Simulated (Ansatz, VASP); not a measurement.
**Ir in VASP and in Ansatz**

INCAR

```
ALGO = Normal ; EDIFF = 1E-7
EDIFFG = -0.002 ; ENCUT = 500
GGA = PE ; GGA_COMPAT = False
IBRION = 2 ; ISIF = 3
ISMEAR = 0 ; LASPH = True
LCHARG = False ; LREAL = False
LWAVE = False ; NELM = 120
NELMIN = 4 ; NSW = 100
PREC = Accurate ; SIGMA = 0.3
```

Contents of KPOINTS:

```
k-points
0
Gamma
  18 18 18
```

The input POSCAR:

```
Ir
1.0
    0.0000000000      1.9380596429      1.9380596429
    1.9380596429      0.0000000000      1.9380596429
    1.9380596429      1.9380596429      0.0000000000
Ir
1
Direct
    0.0000000000      0.0000000000      0.0000000000
```

Input for Ansatz:

```yaml
crystal:
  lattice:
    - [0.0, 1.9380596429, 1.9380596429]
    - [1.9380596429, 0.0, 1.9380596429]
    - [1.9380596429, 1.9380596429, 0.0]
  atoms:
    - { symbol: Ir, position: [0.0, 0.0, 0.0] }
basis:
  ecutwfc: 420
kpoints:
  mp_grid: { grid: [18, 18, 18] }
hamiltonian:
  xc: pbe
scf:
  occupations: { method: gaussian, width: 0.3 }
output:
  forces: true
  stress: true
  eigenvalues: true
relax:
  adjacent_minimum: "off"
  f_tol: 0.002
  max_steps: 80
  cell: { stress_tol: 0.02 }
```

Alike in both runs: task relaxation of cell and atoms; functional PBE; k mesh 18 × 18 × 18; occupations gaussian, width 0.3 eV; no spin polarisation.

|  | VASP | Ansatz |
| --- | --- | --- |
| version | VASP 6.6.1 | Ansatz 0.2.0 |
| potentials or method | VASP PAW PBE potentials, release 64 (Ir), cutoff 500 eV | scalar-relativistic, plane waves, PAW |
| valence electrons in the cell | 9 | 17 |

|  | VASP | Ansatz | Ansatz less VASP |
| --- | --- | --- | --- |
| gap on the k mesh at the Fermi level, each at its own relaxed structure (eV) | none | none | - |
| relaxed volume (Å³/atom) | 14.53 | 14.51 | -0.018 |
| relaxed cell length with the largest relative difference (Å) | 2.739 | 2.738 | -0.0012 |

A gap of «none» marks a metal or a gap that the smearing closes. VASP's potentials hold 9 valence electrons a cell and Ansatz's 17, so a difference there can come from the potentials and not from the codes.

Neither program's run includes spin-orbit coupling.
